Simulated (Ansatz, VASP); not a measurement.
HfS4: VASP beside Ansatz

The input INCAR:

```
SYSTEM = HfS4
PREC = Accurate
ENCUT = 600
EDIFF = 1E-6
ISMEAR = 0
SIGMA = 0.1
LREAL = .False.
LASPH = .True.
NELM = 60
ALGO = Normal
ISIF = 3
LWAVE = .False.
LCHARG = .False.
GGA = PE
IBRION = 2
NSW = 90
EDIFFG = -0.04
```

File KPOINTS:

```
Automatic mesh
0
Gamma
  6 6 6
  0 0 0
```

The input POSCAR:

```
HfS4
1.0
   -3.4169715200      3.4169715200      2.1436316000
    3.4169715200     -3.4169715200      2.1436316000
    3.4169715200      3.4169715200     -2.1436316000
Hf S
1 4
Direct
    0.0000000000      0.0000000000      0.0000000000
    0.4000000100      0.2000000100      0.6000000200
    0.2000000100      0.5999999900      0.8000000000
    0.5999999900      0.7999999900      0.3999999800
    0.7999999900      0.4000000100      0.2000000000
```

Input for Ansatz:

```yaml
crystal:
  lattice:
    - [-3.41697152, 3.41697152, 2.1436316]
    - [3.41697152, -3.41697152, 2.1436316]
    - [3.41697152, 3.41697152, -2.1436316]
  atoms:
    - { symbol: Hf, position: [0.0, 0.0, 0.0] }
    - { symbol: S, position: [0.40000001, 0.20000001, 0.60000002] }
    - { symbol: S, position: [0.20000001, 0.59999999, 0.8] }
    - { symbol: S, position: [0.59999999, 0.79999999, 0.39999998] }
    - { symbol: S, position: [0.79999999, 0.40000001, 0.2] }
basis:
  ecutwfc: 420
kpoints:
  mp_grid: { grid: [6, 6, 6] }
hamiltonian:
  xc: pbe
scf:
  occupations: { method: gaussian, width: 0.1 }
  lower_state_search: "off"
output:
  forces: true
  stress: true
  eigenvalues: true
relax:
  adjacent_minimum: "off"
  f_tol: 0.04
  max_steps: 70
  cell: { stress_tol: 0.4 }
```

Change from the starting cell: species swapped into the HoAu4 type (I4/m, No. 87).

Alike in both runs: task relaxation of cell and atoms; functional PBE; k mesh 6 × 6 × 6; occupations gaussian, width 0.1 eV; no spin polarisation.

```csv
,VASP,Ansatz
version,VASP 6.6.1,Ansatz 0.2.0
potentials or method,"VASP PAW PBE potentials, release 64 (Hf_pv, S), cutoff 600 eV","scalar-relativistic, plane waves, PAW"
valence electrons in the cell,34,50
```

VASP gave:

```
gap on the k mesh at the Fermi level, each at its own relaxed structure (eV) : none
relaxed volume (Å³/atom)                                                     : 16.74
relaxed cell length with the largest relative difference (Å)                 : 4.908
```

Question: What did Ansatz give for the same quantities?

Answer: gap on the k mesh at the Fermi level, each at its own relaxed structure (eV): none; relaxed volume (Å³/atom): 16.71; relaxed cell length with the largest relative difference (Å): 4.891.

A gap of «none» marks a metal or a gap that the smearing closes. VASP's potentials hold 34 valence electrons a cell and Ansatz's 50, so a difference there can come from the potentials and not from the codes.

Spin-orbit coupling is off throughout. Noted on VASP's run: the volume moved by over 15 % at a fixed basis, so the end points are rough.
